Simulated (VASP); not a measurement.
# SrO (Fm-3m) in VASP: a series of runs

SrO is run at these levels: r2SCAN; tasks: single point, relaxation of cell and atoms.

All numbers are computed with VASP 6.6.1; they aren't measurements. Logs are shortened: lines on timing, memory, paths and dates and some standing lists are left out, and cuts for length are marked.

## 1. The cell of the first run

Symmetry: Fm-3m, No. 225, cubic system. The conventional cell has a = 5.161 Å, b = 5.161 Å, c = 5.161 Å, α = 90.00°, β = 90.00°, γ = 90.00°. Within 3.4 Å of Sr (site symmetry m-3m) lie 6 O at 2.58 Å. O (site symmetry m-3m) has 6 Sr at 2.58 Å within 3.4 Å.

## 2. Single point, r2SCAN

Contents of POSCAR:

```
SrO
1.0
    0.0000000000      2.5803129927      2.5803129927
    2.5803129927      0.0000000000      2.5803129927
    2.5803129927      2.5803129927      0.0000000000
Sr O
1 1
Direct
    0.5000000000      0.5000000000      0.5000000000
    0.0000000000      0.0000000000      0.0000000000
```

Contents of INCAR.step1:

```
  PREC = Accurate
  ENCUT = 520
  ISMEAR = -1
  SIGMA = 0.1
  LREAL = F
  LASPH = T
  NELM = 80
  NBANDS = 15
  GGA = PE
  ALGO = Normal
  EDIFF = 1E-4
  LWAVE = T
  LCHARG = F
```

Contents of INCAR.step2:

```
  PREC = Accurate
  ENCUT = 520
  EDIFF = 1E-7
  ISMEAR = -1
  SIGMA = 0.1
  LREAL = F
  LASPH = T
  NELM = 80
  ALGO = Normal
  ISIF = 2
  LWAVE = F
  LCHARG = T
  METAGGA = R2SCAN
  LMIXTAU = T
  LELF = T
  LVHAR = T
  NBANDS = 15
  ISTART = 1
```

Contents of KPOINTS:

```
Automatic mesh
0
Gamma
  14 14 14
```

Potentials or basis: VASP PAW PBE potentials, release 64 (Sr_sv, O).

On the command line:

```bash
$ cat potpaw_PBE.64/Sr_sv/POTCAR potpaw_PBE.64/O/POTCAR > POTCAR
$ cp INCAR.step1 INCAR
$ mpirun -np 1 vasp_std > vasp.out
$ cp INCAR.step2 INCAR
$ mpirun -np 1 vasp_std > vasp.out
```

OUTCAR:

```text
PREC = Accurate
   ENCUT = 520
   EDIFF = 1E-7
   ISMEAR = -1
   LREAL = F
   LASPH = T
   NELM = 80
   ISIF = 2
   METAGGA = R2SCAN
   ISTART = 1

 ion  position               nearest neighbor table
   1  0.500  0.500  0.500-   2 2.58   2 2.58   2 2.58   2 2.58   2 2.58   2 2.58
   2  0.000  0.000  0.000-   1 2.58   1 2.58   1 2.58   1 2.58   1 2.58   1 2.58

  LATTYP: Found a face centered cubic cell.
 ALAT       =     5.1606259854

  Lattice vectors:

 A1 = (   0.0000000000,   2.5803129927,   2.5803129927)
 A2 = (   2.5803129927,   0.0000000000,   2.5803129927)
 A3 = (   2.5803129927,   2.5803129927,   0.0000000000)

Analysis of symmetry for initial positions (statically):
=====================================================================
 Subroutine PRICEL returns:
 Original cell was already a primitive cell.

 Routine SETGRP: Setting up the symmetry group for a
 face centered cubic supercell.

 Subroutine GETGRP returns: Found 48 space group operations
[... 9 lines left out ...]

 Routine SETGRP: Setting up the symmetry group for a
 face centered cubic supercell.

 Subroutine GETGRP returns: Found 48 space group operations
[... 11 lines left out ...]
                                     Primitive cell

  volume of cell :      34.3595

  direct lattice vectors                    reciprocal lattice vectors
     0.000000000  2.580312993  2.580312993    -0.193774942  0.193774942  0.193774942
     2.580312993  0.000000000  2.580312993     0.193774942 -0.193774942  0.193774942
     2.580312993  2.580312993  0.000000000     0.193774942  0.193774942 -0.193774942

  length of vectors
     3.649113629  3.649113629  3.649113629     0.335628044  0.335628044  0.335628044

  position of ions in fractional coordinates (direct lattice)
     0.500000000  0.500000000  0.500000000
     0.000000000  0.000000000  0.000000000

  ion indices of the primitive-cell ions
   primitive index   ion index
                 1           1
                 2           2

----------------------------------------------------------------------------------------

 KPOINTS: Automatic mesh

Automatic generation of k-mesh.
 Grid dimensions read from file:
 generate k-points for:   14   14   14

 Generating k-lattice:

  Cartesian coordinates                     Fractional coordinates (reciprocal lattice)
    -0.013841067  0.013841067  0.013841067     0.071428571  0.000000000  0.000000000
     0.013841067 -0.013841067  0.013841067     0.000000000  0.071428571  0.000000000
     0.013841067  0.013841067 -0.013841067     0.000000000  0.000000000  0.071428571

  Length of vectors
     0.023973432  0.023973432  0.023973432

  Shift w.r.t. Gamma in fractional coordinates (k-lattice)
     0.000000000  0.000000000  0.000000000

 Subroutine IBZKPT returns following result:
 ===========================================

 Found    104 irreducible k-points:

 Following reciprocal coordinates:
            Coordinates               Weight
  0.000000  0.000000  0.000000      1.000000
  0.071429  0.000000  0.000000      8.000000
  0.142857  0.000000  0.000000      8.000000
  0.214286  0.000000  0.000000      8.000000
  0.285714  0.000000  0.000000      8.000000
  0.357143  0.000000  0.000000      8.000000
[... 16 lines left out ...]
  0.214286  0.142857  0.000000     24.000000
  0.285714  0.142857  0.000000     24.000000
 [... further k-points ...]
   k-points           NKPTS =    104   k-points in BZ     NKDIM =    104   number of bands    NBANDS=     15
   number of dos      NEDOS =    301   number of ions     NIONS =      2
   total plane-waves  NPLWV =  21952
   dimension x,y,z NGX =    28 NGY =   28 NGZ =   28
   dimension x,y,z NGXF=    56 NGYF=   56 NGZF=   56
   ions per type =               1   1
   NGX,Y,Z   is equivalent  to a cutoff of  12.76, 12.76, 12.76 a.u.
   NGXF,Y,Z  is equivalent  to a cutoff of  25.51, 25.51, 25.51 a.u.
 SYSTEM =  unknown system
   PREC   = accura    normal or accurate (medium, high low for compatibility)
   ISTART =      1    job   : 0-new  1-cont  2-samecut
   ICHARG =      0    charge: 1-file 2-atom 10-const
   ISPIN  =      1    spin polarized calculation?
   LNONCOLLINEAR =      F non collinear calculations
   LSORBIT =      F    spin-orbit coupling
   LASPH  =      T    aspherical Exc in radial PAW
   ENCUT  =  520.0 eV  38.22 Ry    6.18 a.u.   6.78  6.78  6.78*2*pi/ulx,y,z
   NELM   =     80;   NELMIN=  2; NELMDL=  0     # of ELM steps
   EDIFF  = 0.1E-06   stopping-criterion for ELM
   LREAL  =      F    real-space projection
   EDIFFG = 0.1E-05   stopping-criterion for IOM
   NSW    =      0    number of steps for IOM
   IBRION =     -1    ionic relax: 0-MD 1-quasi-New 2-CG
   NFREE  =      0    steps in history (QN), initial steepest desc. (CG)
   ISIF   =      2    stress and relaxation
   ISYM   =      2    0-nonsym 1-usesym 2-fastsym
   POTIM  = 0.5000    time-step for ionic-motion
   TEBEG  =    0.0;   TEEND  =   0.0 temperature during run
   PSTRESS=    0.0 pullay stress
   NELECT =      16.0000    total number of electrons
   NUPDOWN=      -1.0000    fix difference up-down
   EMIN   =  10.00;   EMAX   =-10.00  energy-range for DOS
   EFERMI =   0.00;   METHOD = LEGACY
   ISMEAR =    -1;   SIGMA  =   0.10  broadening in eV -4-tet -1-fermi 0-gaus
   EFERMI_NEDOS =   21; number of points for ismear=-14 and -15
   IALGO  =     38    algorithm
   IMIX   =      4    mixing-type and parameters
     AMIX     =   0.40;   BMIX     =  1.00
     AMIX_MAG =   1.60;   BMIX_MAG =  1.00
  volume/ion in A,a.u.               =      17.18       115.93
  Fermi-wavevector in a.u.,A,eV,Ry     =   1.268915  2.397901 21.907347  1.610145
  Thomas-Fermi vector in A             =   2.401984
   LORBIT       =      0    0 simple, 1 ext, 2 COOP (PROOUT), +10 PAW based schemes
   METAGGA = R2SCAN    functional components
   LHFCALC =     F    Hartree Fock is set to
   AEXX    =    0.0000 exact exchange contribution
   IVDW    =     0    specifies the selected vdW correction
   LEPSILON=     F    determine dielectric tensor
   LRPA    =     F    only Hartree local field effects (RPA)
 non-spin polarized calculation
  energy-cutoff  :      520.00
  volume of cell :       34.36
 maximum number of plane-waves:       944
   NGX = 13   NGY = 13   NGZ = 13

 number of electron      15.9999998 magnetization

 Free energy of the ion-electron system (eV)
  ---------------------------------------------------
  ext. energy  EPLUGINS =         0.00000000
  ---------------------------------------------------
  free energy    TOTEN  =       -27.05576930 eV

  energy without entropy =      -27.05576930  energy(sigma->0) =      -27.05576930

 E-fermi :   3.3111     XC(G=0): -10.5302

 val. band max:        1.2916879598   @ k =   0.0000   0.0000   0.0000
 cond. band min:       5.0396175473   @ k =   0.5000   0.5000   0.0000
 fundamental gap:      3.7479295875
 Fermi energy:         3.3110619150

 k-point     1 :       0.0000    0.0000    0.0000
  band No.  band energies     occupation
      1     -32.2194      2.00000
      2     -14.7230      2.00000
      3     -13.2537      2.00000
      4     -13.2537      2.00000
      5     -13.2537      2.00000
      6       1.2917      2.00000
      7       1.2917      2.00000
      8       1.2917      2.00000
      9       5.8703      0.00000
     10       8.0445      0.00000
     11       8.0445      0.00000
     12       8.0445      0.00000
     13      10.3410      0.00000
     14      10.3410      0.00000
     15      14.5343      0.00000

 k-point     2 :       0.0714    0.0000    0.0000
  band No.  band energies     occupation
      1     -32.2129      2.00000
      2     -14.8298      2.00000
      3     -13.2574      2.00000
      4     -13.2574      2.00000
      5     -13.1627      2.00000
      6       1.1391      2.00000
      7       1.2261      2.00000
      8       1.2261      2.00000
      9       6.1078      0.00000
     10       7.9778      0.00000
     11       8.1466      0.00000
     12       8.1466      0.00000
     13      10.4780      0.00000
     14      10.4780      0.00000
     15      14.8850      0.00000

 k-point     3 :       0.1429    0.0000    0.0000
  band No.  band energies     occupation
      1     -32.1947      2.00000
      2     -15.0810      2.00000
      3     -13.2680      2.00000
      4     -13.2680      2.00000
      5     -12.9563      2.00000
      6       0.7618      2.00000
      7       1.0501      2.00000
      8       1.0501      2.00000
      9       6.7336      0.00000
     10       7.8559      0.00000
     11       8.4444      0.00000
     12       8.4444      0.00000
     13      10.8637      0.00000
     14      10.8637      0.00000
     15      15.8177      0.00000

 k-point     4 :       0.2143    0.0000    0.0000
  band No.  band energies     occupation
      1     -32.1683      2.00000
      2     -15.3756      2.00000
      3     -13.2832      2.00000
      4     -13.2832      2.00000
      5     -12.7268      2.00000
      6       0.3005      2.00000
      7       0.8129      2.00000
      8       0.8129      2.00000
      9       7.5678      0.00000
     10       7.8267      0.00000
     11       8.9099      0.00000
     12       8.9099      0.00000
     13      11.4352      0.00000
     14      11.4352      0.00000
     15      17.0234      0.00000
[... 307 lines left out ...]
 k-point    22 :       0.1429    0.1429    0.0000
  band No.  band energies     occupation
      1     -32.1867      2.00000
      2     -15.1023      2.00000
      3     -13.3202      2.00000
      4     -13.3202      2.00000
      5     -12.8955      2.00000
      6       0.4279      2.00000
      7       1.2088      2.00000
      8       1.2088      2.00000
      9       6.7953      0.00000
     10       7.1798      0.00000
     11       8.8950      0.00000
     12       8.8950      0.00000
     13      10.6182      0.00000
     14      11.3587      0.00000
     15      16.1966      0.00000

 k-point    23 :       0.2143    0.1429    0.0000
  band No.  band energies     occupation
      1     -32.1672      2.00000
      2     -15.2583      2.00000
      3     -13.3504      2.00000
      4     -13.3416      2.00000
      5     -12.7971      2.00000
      6       0.1724      2.00000
      7       1.0895      2.00000
      8       1.1257      2.00000
      9       6.9383      0.00000
     10       7.2899      0.00000
     11       9.3105      0.00000
     12       9.3603      0.00000
     13      10.8834      0.00000
     14      11.8156      0.00000
     15      17.1218      0.00000

 k-point    24 :       0.2857    0.1429    0.0000
  band No.  band energies     occupation
      1     -32.1416      2.00000
      2     -15.4568      2.00000
      3     -13.3755      2.00000
      4     -13.3579      2.00000
      5     -12.6933      2.00000
      6      -0.0430      2.00000
      7       0.8417      2.00000
      8       0.9563      2.00000
      9       6.9207      0.00000
     10       8.0007      0.00000
     11       9.7667      0.00000
     12       9.9134      0.00000
     13      11.3937      0.00000
     14      12.3100      0.00000
     15      18.1315      0.00000

 [... further k-points ...]

------------------------ aborting loop because EDIFF is reached ----------------------------------------

  FORCE on cell =-STRESS in cart. coord.  units (eV):
  Direction    XX          YY          ZZ          XY          YZ          ZX
  --------------------------------------------------------------------------------------
  -------------------------------------------------------------------------------------
  Total        0.1029560      0.1029560      0.1029560      0.0000000      0.0000000     -0.0000000
  in kB        4.8008170      4.8008170      4.8008170      0.0000000      0.0000000     -0.0000000
  external PRESSURE =       4.8008170 kB  Pullay stress =       0.0000000 kB

 VOLUME and BASIS-vectors are now :
 -----------------------------------------------------------------------------
  energy-cutoff  :      520.00
  volume of cell :       34.36
      direct lattice vectors                 reciprocal lattice vectors
     0.000000000  2.580312993  2.580312993    -0.193774942  0.193774942  0.193774942
     2.580312993  0.000000000  2.580312993     0.193774942 -0.193774942  0.193774942
     2.580312993  2.580312993  0.000000000     0.193774942  0.193774942 -0.193774942

 POSITION                                       TOTAL-FORCE (eV/Angst)
 -----------------------------------------------------------------------------------
      2.58031      2.58031      2.58031         0.000000      0.000000      0.000000
      0.00000      0.00000      0.00000        -0.000000     -0.000000     -0.000000
 -----------------------------------------------------------------------------------
    total drift:                                0.000000      0.000000      0.000000

  FREE ENERGIE OF THE ION-ELECTRON SYSTEM (eV)
  ---------------------------------------------------
  free  energy   TOTEN  =       -27.0557693016 eV

  energy  without entropy=      -27.0557693006  energy(sigma->0) =      -27.05576930
```

Run time: 3.3 min. Hardware: 1 thread of Intel Xeon Platinum 8259CL at 2.50GHz (Skylake/Cascade Lake), shared host; peak memory 0.2 GiB.

What came out:

```yaml
Free_energy: -27.0558 eV
Pressure: 0.5 GPa
Band_gap_on_the_k_mesh: 3.75 eV, indirect (least direct gap 3.84 eV)
```

Levels at points of the mesh, in eV from the valence-band top:
| k point | band 5 | band 6 | band 7 | band 8 | band 9 | band 10 | band 11 | band 12 |
| --- | --- | --- | --- | --- | --- | --- | --- | --- |
| (0.00, 0.00, 0.00) | -14.55 | 0.00 | 0.00 | 0.00 | 4.58 | 6.75 | 6.75 | 6.75 |
| (0.50, 0.00, 0.00) | -13.53 | -2.10 | -1.11 | -1.11 | 7.06 | 8.99 | 9.42 | 9.42 |
| (0.50, 0.50, 0.00) | -14.89 | -0.45 | -0.09 | -0.09 | 3.75 | 8.44 | 10.85 | 11.02 |

Caveat: the PAW data sets were made with another functional, which shifts forces and pressure a little.

## 3. Relaxation of cell and atoms, r2SCAN

This run uses another cell than the first one, of 16.90 Å³/atom, 0.984 times its volume.

Contents of POSCAR:

```
SrO
1.0
    0.0000000000      2.5663000000      2.5663000000
    2.5663000000      0.0000000000      2.5663000000
    2.5663000000      2.5663000000      0.0000000000
Sr O
1 1
Direct
    0.5000000000      0.5000000000      0.5000000000
    0.0000000000      0.0000000000      0.0000000000
```

Contents of INCAR.step1:

```
SYSTEM = SrO
ALGO = Normal
EDIFF = 1E-4
ENCUT = 600
GGA = PE
ISMEAR = -1
LASPH = .True.
LCHARG = .False.
LREAL = .False.
LWAVE = .True.
NELM = 80
PREC = Accurate
SIGMA = 0.1
```

Contents of INCAR.step2:

```
SYSTEM = SrO
ALGO = Normal
EDIFF = 1E-6
EDIFFG = -0.002
ENCUT = 600
IBRION = 2
ISIF = 3
ISMEAR = -1
ISTART = 1
LASPH = .True.
LCHARG = .False.
LMIXTAU = .True.
LREAL = .False.
LWAVE = .False.
METAGGA = R2SCAN
NELM = 80
NSW = 100
PREC = Accurate
SIGMA = 0.1
```

Contents of KPOINTS:

```
k-points
0
Gamma
  14 14 14
  0 0 0
```

Potentials or basis: VASP PAW PBE potentials, release 64 (Sr_sv, O).

On the command line:

```bash
$ cat potpaw_PBE.64/Sr_sv/POTCAR potpaw_PBE.64/O/POTCAR > POTCAR
$ cp INCAR.step1 INCAR
$ mpirun -np 1 vasp_std > vasp.out
$ cp INCAR.step2 INCAR
$ mpirun -np 1 vasp_std > vasp.out
```

Run time: 8.5 min. Hardware: 1 thread of AMD EPYC 7R43 (Zen 3), shared host; peak memory 0.2 GiB.

It converged, with:

```yaml
Free_energy: -27.0578 eV
Relaxed_volume: 17.25 Å³/atom
Relaxed_cell: a = 3.654 Å, b = 3.654 Å, c = 3.654 Å, α = 60.00°, β = 60.00°, γ = 60.00°
Space_group_after_relaxing_to_0.05_Å: Fm-3m (No. 225)
Energy_gained_by_relaxing: 2.2 meV/atom
Ionic_steps: 3
Pressure_after_relaxing: 0.0 GPa
Band_gap_on_the_k_mesh: 3.75 eV, indirect (least direct gap 3.85 eV)
```

The path:
| step | energy change (eV) | largest force (eV/Å) | pressure (GPa) | volume (Å³) |
| --- | --- | --- | --- | --- |
| 1 | 0.0000 | 0.0000 | 2.04 | 33.80 |
| 2 | -0.0033 | 0.0000 | -0.93 | 34.86 |
| 3 | -0.0044 | 0.0000 | 0.01 | 34.51 |

Final structure:
```
Sr O
1.0
     0.00000    2.58396    2.58396
     2.58396    0.00000    2.58396
     2.58396    2.58396    0.00000
Sr O
1 1
Direct
  0.50000 0.50000 0.50000
  0.00000 0.00000 0.00000
```

Levels at points of the mesh, in eV from the valence-band top:
```csv
k point,band 4,band 5,band 6,band 7,band 8,band 9,band 10,band 11,band 12
"(0.00, 0.00, 0.00)",-14.56,-14.56,0.00,0.00,0.00,4.55,6.74,6.74,6.74
"(0.50, 0.00, 0.00)",-14.64,-13.55,-2.09,-1.10,-1.10,7.05,8.96,9.40,9.40
"(0.50, 0.50, 0.00)",-14.91,-14.91,-0.45,-0.10,-0.10,3.75,8.40,10.82,10.98
```

Caveat: the PAW data sets were made with another functional, which shifts forces and pressure a little. A k mesh can miss the band edges.
